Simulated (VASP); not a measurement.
Input of a VASP 6.6.1 run:

File INCAR:

```
PREC     = Accurate       # precision mode
ENCUT    = 520            # plane-wave cutoff, eV
EDIFF    = 1E-7           # SCF threshold, eV
ISMEAR   = 0              # smearing method
SIGMA    = 0.1            # smearing width, eV
LREAL    = F              # projectors in reciprocal space
LASPH    = T              # aspherical terms in the spheres
NELM     = 60             # most SCF steps
ALGO     = Normal         # electronic algorithm
ISIF     = 2              # what is computed and relaxed
LWAVE    = F              # write WAVECAR
LCHARG   = F              # write CHGCAR
GGA      = PE             # functional
NBANDS   = 10             # bands
```

File KPOINTS:

```
regular mesh
0
Gamma
  18 18 18
```

Contents of POSCAR:

```
Br
1.0
   -1.0685530501      1.6882116517      3.5526747642
    1.3348987121     -1.6882116517      3.6484618043
    1.0685530501      1.6882116517     -3.5526747642
Br
1
Direct
    0.0000000000      0.0000000000      0.0000000000
```

Potentials or basis: VASP PAW PBE potentials, release 64 (Br).

Run with:

```console
$ cat potpaw_PBE.64/Br/POTCAR > POTCAR
$ mpirun -np 1 vasp_std > vasp.out
```

Problem. Estimate the pressure.

Solution. 9.2 GPa.

Problem. Predict the band gap on the k mesh.

Solution. Zero (an odd number of electrons rules out a gap without spin polarisation).

Stress tensor (GPa, compression positive):
```
23.67  0.00  0.78
 0.00  2.65  0.00
 0.78  0.00  1.25
```

Caveat: the cell differs from its parent crystal (strained); the cell stands under pressure; an odd number of electrons without spin polarisation forces a metal; a magnetic or distorted state may lie lower.
